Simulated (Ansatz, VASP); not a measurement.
# Mg in VASP and in Ansatz

File INCAR:

```
  PREC = Accurate
  ENCUT = 520
  EDIFF = 1E-6
  ISMEAR = 0
  SIGMA = 0.15
  LREAL = False
  LASPH = True
  NELM = 60
  ALGO = Normal
  ISIF = 2
  LWAVE = False
  LCHARG = False
  GGA = PS
  NBANDS = 7
```

File KPOINTS:

```
Automatic mesh
0
Gamma
  18 18 18
```

POSCAR

```
Mg
1.0
    0.0000000000      2.3452475200      2.2442560000
    2.3452475200      0.0000000000      2.2442560000
    2.3452475200      2.3452475200      0.0000000000
Mg
1
Direct
    0.0000000000      0.0000000000      0.0000000000
```

Input for Ansatz:

```yaml
crystal:
  lattice:
    - [0.0, 2.34524752, 2.244256]
    - [2.34524752, 0.0, 2.244256]
    - [2.34524752, 2.34524752, 0.0]
  atoms:
    - { symbol: Mg, position: [0.0, 0.0, 0.0] }
basis:
  ecutwfc: 420
kpoints:
  mp_grid: { grid: [18, 18, 18] }
hamiltonian:
  xc: pbesol
scf:
  occupations: { method: gaussian, width: 0.15 }
output:
  forces: true
  stress: true
  eigenvalues: true
```

Change from the starting cell: strain +0.0450 x Voigt [1, 1, 0, 0, 0, 0], atoms carried along.

Alike in both runs: task single point; functional PBEsol; k mesh 18 × 18 × 18; occupations gaussian, width 0.15 eV; no spin polarisation.

```csv
,VASP,Ansatz
version,VASP 6.6.1,Ansatz 0.2.0
potentials or method,"VASP PAW PBE potentials, release 64 (Mg), cutoff 520 eV","scalar-relativistic, plane waves, PAW"
valence electrons in the cell,2,10
```

Ansatz gave:

* gap on the k mesh at the Fermi level (eV): none
* pressure (GPa): -2.6
* traceless stress, the component that is largest in VASP (GPa): 0.28

What did VASP give for the same quantities?

gap on the k mesh at the Fermi level (eV): none; pressure (GPa): -2.7; traceless stress, the component that is largest in VASP (GPa): 0.28.

VASP's potentials were made for PBE, not for PBEsol. A gap of «none» marks a metal or a gap that the smearing closes. VASP's potentials hold 2 valence electrons a cell and Ansatz's 10, so a difference there can come from the potentials and not from the codes.
